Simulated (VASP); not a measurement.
Crystal: Cu3N.

```
Cu N
1.0
     3.82884    0.00000    0.00000
     0.00000    3.82884    0.00000
     0.00000    0.00000    3.82884
Cu N
3 1
Direct
  0.50000 0.00000 0.00000
  0.00000 0.50000 0.00000
  0.00000 0.00000 0.50000
  0.00000 0.00000 0.00000
```

```yaml
Program: VASP 6.6.1
Task: relaxation of cell and atoms
Functional: LDA
Potentials_or_basis: VASP PAW LDA potentials, release 64 (Cu, N)
Cutoff: 600 eV
k_mesh: 6 × 6 × 6
Occupations: fermi-dirac, width 0.02 eV
Spin: no spin polarisation
```

At the start: pressure -9.6 GPa; volume 14.03 Å³/atom.

Where does the relaxation end?

Over 3 steps the energy falls by 34.4 meV/atom and the volume is 12.97 Å³/atom (-7.6 %); space group Pm-3m (No. 221, to 0.05 Å).

Step by step:
```csv
step,energy change (eV),largest force (eV/Å),pressure (GPa),volume (Å³)
1,0.0000,0.0000,-9.61,56.13
2,-0.0882,0.0000,7.26,49.56
3,-0.1376,0.0000,-0.05,51.87
```

Final structure:
```xyz
4
Lattice="3.7293 0.0000 0.0000 0.0000 3.7293 0.0000 0.0000 0.0000 3.7293" Properties=species:S:1:pos:R:3 pbc="T T T"
Cu    1.8646    0.0000    0.0000
Cu    0.0000    1.8646    0.0000
Cu    0.0000    0.0000    1.8646
N     0.0000    0.0000    0.0000
```
